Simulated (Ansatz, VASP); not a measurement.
## One calculation of Cr, two programs

Contents of POSCAR:

```
Cr
1.0
   -1.4149597590      1.4149597590      1.4149597590
    1.4149597590     -1.4149597590      1.4149597590
    1.4149597590      1.4149597590     -1.4149597590
Cr
1
Direct
    0.0000000000      0.0000000000      0.0000000000
```

Contents of INCAR.step1:

```
PREC = Accurate
ENCUT = 550
ISMEAR = 1
SIGMA = 0.01
LREAL = False
LASPH = True
NELM = 120
NBANDS = 12
GGA = PE
ALGO = Normal
EDIFF = 1E-5
LWAVE = True
LCHARG = False
GGA_COMPAT = False
```

INCAR.step2

```
PREC = Accurate
ENCUT = 550
EDIFF = 1E-6
ISMEAR = 1
SIGMA = 0.01
LREAL = False
LASPH = True
NELM = 120
ALGO = Normal
ISIF = 2
LWAVE = False
LCHARG = True
METAGGA = R2SCAN
LMIXTAU = True
LELF = True
LVHAR = True
NBANDS = 12
ISTART = 1
GGA_COMPAT = False
```

The input KPOINTS:

```
regular mesh
0
Gamma
  15 15 15
```

Input for Ansatz:

```yaml
crystal:
  lattice:
    - [-1.414959759, 1.414959759, 1.414959759]
    - [1.414959759, -1.414959759, 1.414959759]
    - [1.414959759, 1.414959759, -1.414959759]
  atoms:
    - { symbol: Cr, position: [0.0, 0.0, 0.0] }
hamiltonian:
  xc: r2scan
  pseudopotentials:
    kind: paw
    azcp:
      Cr: "pseudopotentials/Cr.paw.azcp"
basis:
  ecutwfc: 500
  fft_grid_basis: typed
kpoints:
  mp_grid: { grid: [15, 15, 15], shift: [0, 0, 0] }
magnetization:
  spin_polarized: false
scf:
  occupations: { method: methfessel_paxton, width: 0.01 }
  lower_state_search: "off"
output:
  stress: true
```

Alike in both runs: task single point; functional r2SCAN; k mesh 15 × 15 × 15; occupations methfessel-paxton of order 1, width 0.01 eV; no spin polarisation.

```csv
,VASP,Ansatz
version,VASP 6.6.1,Ansatz 0.2.0
potentials or method,"VASP PAW PBE potentials, release 64 (Cr_pv), cutoff 550 eV","plane waves (500 eV) with PAW, scalar-relativistic"
valence electrons in the cell,12,14
```

|  | VASP | Ansatz | Ansatz less VASP |
| --- | --- | --- | --- |
| pressure (GPa) | 0.4 | -0.2 | -0.69 |

VASP's potentials were made for PBE, not for r2SCAN. The functional is the same, so the differences come from potentials, cutoffs and numerics. VASP's potentials hold 12 valence electrons a cell and Ansatz's 14, so a difference there can come from the potentials and not from the codes.
